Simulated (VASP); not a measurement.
Here is a VASP 6.6.1 calculation.

File INCAR:

```
SYSTEM = H13ClO6
  ALGO = Normal
  EDIFF = 1E-6
  ENCUT = 520
  GGA = PE
  ISIF = 2
  ISMEAR = -1
  LASPH = .TRUE.
  LCHARG = .TRUE.
  LELF = .TRUE.
  LREAL = Auto
  LVHAR = .TRUE.
  LWAVE = .FALSE.
  NBANDS = 44
  NELM = 60
  PREC = Accurate
  SIGMA = 0.05
```

Contents of KPOINTS:

```
k-points
0
G
  1 1 1
  0 0 0
```

Contents of POSCAR:

```
H13ClO6
1.0
    6.1357920000      0.0000000000      0.0000000000
    0.0000000000      6.1357920000      0.0000000000
    0.0000000000      0.0000000000      6.1357920000
O H Cl
6 13 1
Direct
    0.4320550631      0.6434866110      0.9515479012
    0.1085271469      0.0721504249      0.8155426390
    0.8699936373      0.7253342356      0.0619642908
    0.6169537690      0.2532517400      0.9640157293
    0.2942081479      1.0134795964      0.2224814661
    0.5240562262      0.8938699356      0.6365274442
    0.2787089262      0.6246137418      0.9749026695
    0.4874839304      0.7151481015      0.8336984044
    0.1043875021      0.2087424085      0.7258883613
   -0.0405163669      0.0707325151      0.8746222167
    0.8000108217      0.8444875576      0.1421006449
    0.9196856738      0.6198384821      0.1606312600
    0.5842440552      0.4108353086      0.9422581470
    0.5961577576      0.1685519979      0.8334376393
    0.4398617163      1.0774159228      0.1809383369
    0.2128657556      1.0665289827      0.0876007531
    0.3534181080      0.8780936512      0.6188606133
    0.6041273889      0.8435585822      0.4966107065
    1.1526466347      0.1580888009      0.3215721785
    0.9799712898      0.3170413860      0.4072497894
```

Potentials or basis: VASP PAW PBE potentials, release 64 (O, H, Cl).

Run with:

```console
$ cat potpaw_PBE.64/O/POTCAR potpaw_PBE.64/H/POTCAR potpaw_PBE.64/Cl/POTCAR > POTCAR
$ mpirun -np 1 vasp_gam > vasp.out
```

(1) What does it give for the largest force?

(2) Estimate the pressure.

## Answers

(1) 5.293 eV/Å.

(2) 0.1 GPa.

Caveat: the k points lie up to 1.02 Å⁻¹ apart, too coarse for converged energies, forces and pressures.
